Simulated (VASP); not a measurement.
Input of a VASP 6.6.1 run:

The input INCAR:

```
SYSTEM = KRu3
PREC = Accurate
ENCUT = 520
EDIFF = 1E-6
ISMEAR = 0
SIGMA = 0.1
LREAL = .False.
LASPH = .True.
NELM = 100
ALGO = Normal
ISIF = 2
LWAVE = .False.
LCHARG = .False.
GGA = PE
NBANDS = 34
```

File KPOINTS:

```
regular mesh
0
Gamma
  4 4 4
  0 0 0
```

POSCAR

```
KRu3
1.0
    0.0000000000      3.7547799700      3.7547799700
    3.7547799700      0.0000000000      3.7547799700
    3.7547799700      3.7547799700      0.0000000000
K Ru
1 3
Direct
    0.0000000000      0.0000000000      0.0000000000
    0.7500000000      0.7500000000      0.7500000000
    0.5000000000      0.5000000000      0.5000000000
    0.2500000000      0.2500000000      0.2500000000
```

Potentials or basis: VASP PAW PBE potentials, release 64 (K_sv, Ru_pv).

The run is started by

```console
$ cat potpaw_PBE.64/K_sv/POTCAR potpaw_PBE.64/Ru_pv/POTCAR > POTCAR
$ mpirun -np 1 vasp_std > vasp.out
```

Q: Predict the pressure.

A: -19.6 GPa.

Caveat: the k points lie up to 0.36 Å⁻¹ apart.
